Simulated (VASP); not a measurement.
# Ge5H2 in VASP: a series of runs

Runs on Ge5H2. Level: PBE. Tasks: single point.

All numbers are computed with VASP 6.6.1; they aren't measurements. Logs are shortened: lines on timing, memory, paths and dates and some standing lists are left out, and cuts for length are marked.

## 1. The cell of the first run

The cell holds a slab with vacuum, 28 atoms: a = 8.147 Å, b = 8.147 Å, c = 19.518 Å, α = 90.00°, β = 90.00°, γ = 90.00°.

## 2. Single point, PBE

INCAR

```
SYSTEM = Ge5H2
  PREC = Accurate
  ENCUT = 410
  EDIFF = 1E-6
  ISMEAR = 0
  SIGMA = 0.05
  LREAL = .FALSE.
  LASPH = .TRUE.
  NELM = 120
  ALGO = Normal
  ISIF = 2
  LWAVE = .FALSE.
  LCHARG = .TRUE.
  LDIPOL = .TRUE.
  IDIPOL = 3
  DIPOL = 0.5 0.5 0.341
  GGA = PE
  LELF = .TRUE.
  LVHAR = .TRUE.
  LVACPOTAV = .TRUE.
  NBANDS = 164
  GGA_COMPAT = .FALSE.
  NELMDL = -8
```

KPOINTS

```
regular mesh
0
G
  3 3 1
  0 0 0
```

POSCAR

```
Ge5H2
1.0
    8.1473826809      0.0000000000      0.0000000000
    0.0000000000      8.1473826809      0.0000000000
    0.0000000000      0.0000000000     19.5175094652
Ge H
20 8
Direct
    0.5000000000      0.5000000000      0.2513865784
    0.5000000000      0.0000000000      0.2513865784
    0.0000000000      0.5000000000      0.2513865784
    0.0000000000      0.0000000000      0.2513865784
    0.7500000000      0.5000000000      0.3251801834
    0.7500000000      0.0000000000      0.3251801834
    0.2500000000      0.5000000000      0.3251801834
    0.2500000000      0.0000000000      0.3251801834
    0.7478133846      0.7487063498      0.4000174636
    0.7478133846      0.2512936502      0.4000174636
    0.2508304417      0.7499402847      0.3966528241
    0.2508304417      0.2500597153      0.3966528241
    0.0001517877      0.7243393269      0.4733125123
    0.0001517877      0.2756606731      0.4733125123
    0.4966406068      0.7264501007      0.4743379910
    0.4966406068      0.2735498993      0.4743379910
    0.0999730255      0.0000000000      0.4989637774
    0.0904803791      0.5000000000      0.5553234273
    0.4032002030      0.0000000000      0.5119194329
    0.4281755173      0.5000000000      0.5594974279
    0.5083944213      0.6502083350      0.2033868863
    0.5083944213      0.3497916650      0.2033868863
    0.5083944213      0.1502083350      0.2033868863
    0.5083944213     -0.1502083350      0.2033868863
   -0.0083944213      0.3497916650      0.2033868863
   -0.0083944213      0.6502083350      0.2033868863
   -0.0083944213     -0.1502083350      0.2033868863
   -0.0083944213      0.1502083350      0.2033868863
```

Potentials or basis: VASP PAW PBE potentials, release 64 (Ge_d, H).

The run is started by

```sh
cat potpaw_PBE.64/Ge_d/POTCAR potpaw_PBE.64/H/POTCAR > POTCAR
mpirun -np 1 vasp_std > vasp.out
```

OUTCAR:

```text
SYSTEM = Ge5H2
   PREC = Accurate
   ENCUT = 410
   EDIFF = 1E-6
   ISMEAR = 0
   LREAL = .FALSE.
   LASPH = .TRUE.
   NELM = 120
   ISIF = 2
   GGA = PE
   NELMDL = -8

 ion  position               nearest neighbor table
   1  0.500  0.500  0.251-  21 1.54  22 1.54   5 2.49   7 2.49
   2  0.500  0.000  0.251-  23 1.54  24 1.54   6 2.49   8 2.49
   3  0.000  0.500  0.251-  25 1.54  26 1.54   5 2.49   7 2.49
   4  0.000  0.000  0.251-  27 1.54  28 1.54   6 2.49   8 2.49
   5  0.750  0.500  0.325-   1 2.49   3 2.49   9 2.50  10 2.50
   6  0.750  0.000  0.325-   2 2.49   4 2.49   9 2.52  10 2.52
[... 8 lines left out ...]
  15  0.497  0.726  0.474-  19 2.47   9 2.51  11 2.52  20 2.55
  16  0.497  0.274  0.474-  19 2.47  10 2.51  12 2.52  20 2.55
  17  0.100  0.000  0.499-  13 2.44  14 2.44  19 2.48
  18  0.090  0.500  0.555-  13 2.54  14 2.54  20 2.75
  19  0.403  0.000  0.512-  15 2.47  16 2.47  17 2.48
  20  0.428  0.500  0.559-  15 2.55  16 2.55  18 2.75
  21  0.508  0.650  0.203-   1 1.54
  22  0.508  0.350  0.203-   1 1.54
  23  0.508  0.150  0.203-   2 1.54
  24  0.508  0.850  0.203-   2 1.54
  25  0.992  0.350  0.203-   3 1.54
  26  0.992  0.650  0.203-   3 1.54
  27  0.992  0.850  0.203-   4 1.54
  28  0.992  0.150  0.203-   4 1.54

  LATTYP: Found a simple tetragonal cell.
 ALAT       =     8.1473826809
 C/A-ratio  =     2.3955557545

  Lattice vectors:

 A1 = (   8.1473826809,   0.0000000000,   0.0000000000)
 A2 = (   0.0000000000,   8.1473826809,   0.0000000000)
 A3 = (   0.0000000000,   0.0000000000,  19.5175094652)

Analysis of symmetry for initial positions (statically):
=====================================================================
 Subroutine PRICEL returns:
 Original cell was already a primitive cell.

 Routine SETGRP: Setting up the symmetry group for a
 simple tetragonal supercell.

 Subroutine GETGRP returns: Found  2 space group operations
 (whereof  2 operations were pure point group operations)
 out of a pool of 16 trial point group operations.

The static configuration has the point symmetry C_1h.

Analysis of symmetry for dynamics (positions and initial velocities):
=====================================================================
 Subroutine PRICEL returns:
 Original cell was already a primitive cell.

 Routine SETGRP: Setting up the symmetry group for a
 simple tetragonal supercell.

 Subroutine GETGRP returns: Found  2 space group operations
 (whereof  2 operations were pure point group operations)
 out of a pool of 16 trial point group operations.

The dynamic configuration has the point symmetry C_1h.

 Subroutine INISYM returns: Found  2 space group operations
 (whereof  2 operations are pure point group operations),
 and found     1 'primitive' translations

[... 139 lines left out ...]
   EFERMI =   0.00;   METHOD = LEGACY
   ISMEAR =     0;   SIGMA  =   0.05  broadening in eV -4-tet -1-fermi 0-gaus
   EFERMI_NEDOS =   21; number of points for ismear=-14 and -15
   IALGO  =     38    algorithm
   IMIX   =      4    mixing-type and parameters
     AMIX     =   0.40;   BMIX     =  1.00
     AMIX_MAG =   1.60;   BMIX_MAG =  1.00
  volume/ion in A,a.u.               =      46.27       312.25
  Fermi-wavevector in a.u.,A,eV,Ry     =   0.991712  1.874063 13.381223  0.983492
  Thomas-Fermi vector in A             =   2.123472
   LORBIT       =      0    0 simple, 1 ext, 2 COOP (PROOUT), +10 PAW based schemes
   GGA     = PE    functional components
   LHFCALC =     F    Hartree Fock is set to
   AEXX    =    0.0000 exact exchange contribution
   IVDW    =     0    specifies the selected vdW correction
   LEPSILON=     F    determine dielectric tensor
   LRPA    =     F    only Hartree local field effects (RPA)
 non-spin polarized calculation
 Gauss-broadening in eV      SIGMA  =   0.05
  energy-cutoff  :      410.00
  volume of cell :     1295.57
 maximum number of plane-waves:     24481
 NGX is ok and might be reduce to    54
   NGX = 27   NGY = 27   NGZ = 65

 number of electron     288.0000325 magnetization

 dipolmoment           0.000000      0.000000     -0.020237 electrons x Angstroem

 Free energy of the ion-electron system (eV)
  ---------------------------------------------------
  ext. energy  EPLUGINS =         0.00000000
  ---------------------------------------------------
  free energy    TOTEN  =      -110.94187244 eV

  energy without entropy =     -110.92417056  energy(sigma->0) =     -110.93302150

 E-fermi :  -1.3937     XC(G=0):  -4.4988

 val. band max:       -1.4033142097   @ k =   0.3333   0.3333   0.0000
 cond. band min:      -1.3742400611   @ k =   0.3333   0.0000   0.0000
 fundamental gap:      0.0290741486
 Fermi energy:        -1.3936945997

 k-point     1 :       0.0000    0.0000    0.0000
  band No.  band energies     occupation
      1     -25.8738      2.00000
      2     -25.8266      2.00000
      3     -25.8145      2.00000
      4     -25.8126      2.00000
      5     -25.7643      2.00000
      6     -25.7547      2.00000
[... 625 lines left out ...]
    155       1.7934      0.00000
    156       1.8904      0.00000
 [bands above 156 left out]

------------------------ aborting loop because EDIFF is reached ----------------------------------------

  FORCE on cell =-STRESS in cart. coord.  units (eV):
  Direction    XX          YY          ZZ          XY          YZ          ZX
  --------------------------------------------------------------------------------------
  -------------------------------------------------------------------------------------
  Total       -4.7970065      7.5438197     -1.9068321      0.0000000      0.0000000     -0.0456589
  in kB       -5.9322611      9.3291323     -2.3581010      0.0000000      0.0000000     -0.0564644
  external PRESSURE =       0.3462567 kB  Pullay stress =       0.0000000 kB

 VOLUME and BASIS-vectors are now :
 -----------------------------------------------------------------------------
  energy-cutoff  :      410.00
  volume of cell :     1295.57
      direct lattice vectors                 reciprocal lattice vectors
     8.147382681  0.000000000  0.000000000     0.122738803  0.000000000  0.000000000
     0.000000000  8.147382681  0.000000000     0.000000000  0.122738803  0.000000000
     0.000000000  0.000000000 19.517509465     0.000000000  0.000000000  0.051236045

 POSITION                                       TOTAL-FORCE (eV/Angst)
 -----------------------------------------------------------------------------------
      4.07369      4.07369      4.90644         0.136776      0.000000      0.227065
      4.07369      0.00000      4.90644         0.050685      0.000000      0.210067
      0.00000      4.07369      4.90644        -0.118246      0.000000      0.233049
      0.00000      0.00000      4.90644        -0.065335      0.000000      0.237076
      6.11054      4.07369      6.34671        -0.057372      0.000000     -0.095727
      6.11054      0.00000      6.34671         0.008983      0.000000      0.070869
[... 20 lines left out ...]
      8.07899      6.92358      3.96961         0.028884      0.031010      0.038924
      8.07899      1.22380      3.96961         0.028884     -0.031010      0.038924
 -----------------------------------------------------------------------------------
    total drift:                                0.007921      0.000000     -0.009169

  FREE ENERGIE OF THE ION-ELECTRON SYSTEM (eV)
  ---------------------------------------------------
  free  energy   TOTEN  =      -110.9418724419 eV

  energy  without entropy=     -110.9241705645  energy(sigma->0) =     -110.93302150

 vacuum level on the upper side and lower side of the slab         3.267         3.323
```

stdout:

```text
POSCAR found type information on POSCAR GeH
 POSCAR found :  2 types and      28 ions
 scaLAPACK will be used
 -----------------------------------------------------------------------------
|                                                                             |
[... 26 lines left out ...]
|     field-free region was found. Please increase the size of  your cell     |
|     in the dimension of the dipole correction to obtain accurate            |
|     workfunction values.                                                    |
|                                                                             |
 -----------------------------------------------------------------------------
```

It took 19 min on 1 thread of AMD EPYC 9R45 (Zen 5), shared host; peak memory 1 GiB.

What came out:

```yaml
Free_energy: -110.9419 eV
Largest_force: 0.749 eV/Å
Band_gap_on_the_k_mesh: zero (bands 144 and 145 overlap by 0.07 eV)
```

Forces in eV/Å, atoms in the order of the input:
```
Ge   0.137  0.000  0.227
Ge   0.051  0.000  0.210
Ge  -0.118  0.000  0.233
Ge  -0.065  0.000  0.237
Ge  -0.057  0.000 -0.096
Ge   0.009  0.000  0.071
Ge   0.005  0.000 -0.749
Ge   0.029  0.000 -0.744
Ge   0.011  0.007 -0.001
Ge   0.011 -0.007 -0.001
Ge  -0.006  0.009 -0.006
Ge  -0.006 -0.009 -0.006
Ge  -0.004  0.010 -0.026
Ge  -0.004 -0.010 -0.026
Ge   0.015  0.002  0.009
Ge   0.015 -0.002  0.009
Ge  -0.007  0.000  0.426
Ge  -0.004  0.000  0.030
Ge   0.002  0.000 -0.007
Ge  -0.015  0.000  0.003
H   -0.062 -0.032  0.016
H   -0.062  0.032  0.016
H   -0.018 -0.032  0.031
H   -0.018  0.032  0.031
H    0.051  0.032  0.017
H    0.051 -0.032  0.017
H    0.029  0.031  0.039
H    0.029 -0.031  0.039
```

Levels at points of the mesh, in eV from the Fermi level:
```
           k point  band 140  band 141  band 142  band 143  band 144  band 145  band 146  band 147  band 148  band 149
(0.00, 0.00, 0.00)     -0.70     -0.53     -0.35     -0.30     -0.26     -0.08      0.91      0.94      1.26      1.49
```

(Continued in part 2 of 3.)
